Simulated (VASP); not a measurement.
A run of VASP 6.6.1 is set up as follows.

File INCAR:

```
PREC = Accurate ; ENCUT = 520
EDIFF = 1E-7 ; ISMEAR = 0
SIGMA = 0.1 ; LREAL = F
LASPH = T ; NELM = 80
ALGO = Normal ; ISIF = 2
LWAVE = F ; LCHARG = T
GGA = PE ; LELF = T
LVHAR = T ; NBANDS = 33
```

File KPOINTS:

```
regular mesh
0
Gamma
  6 6 2
```

POSCAR

```
Y3Si2F
1.0
    4.0673553500      0.0000000000      0.0000000000
   -2.0336776700      3.5224330600      0.0000000000
    0.0000000000      0.0000000000      8.5695439100
Y Si F
3 2 1
Direct
    0.6666666700      0.3333333300      0.0000000000
    0.3333333300      0.6666666700      0.6716509200
    0.3333333300      0.6666666700      0.3283490800
    0.6666666700      0.3333333300      0.7055504600
    0.6666666700      0.3333333300      0.2944495400
    0.6666666700      0.3333333300      0.5000000000
```

Potentials or basis: VASP PAW PBE potentials, release 64 (Y_sv, Si, F).

The run is started by

```console
$ cat potpaw_PBE.64/Y_sv/POTCAR potpaw_PBE.64/Si/POTCAR potpaw_PBE.64/F/POTCAR > POTCAR
$ mpirun -np 1 vasp_std > vasp.out
```

Q: What does it give for the pressure?

A: 38.2 GPa.

Q: Estimate the largest force.

A: 4.096 eV/Å.

Stress tensor (GPa, compression positive):
```
39.52  0.00  0.00
 0.00 39.52  0.00
 0.00  0.00 35.59
```

Caveat: the k points lie up to 0.37 Å⁻¹ apart; forces of over 1 eV/Å act on the atoms, so gaps and moduli don't describe the material at rest.
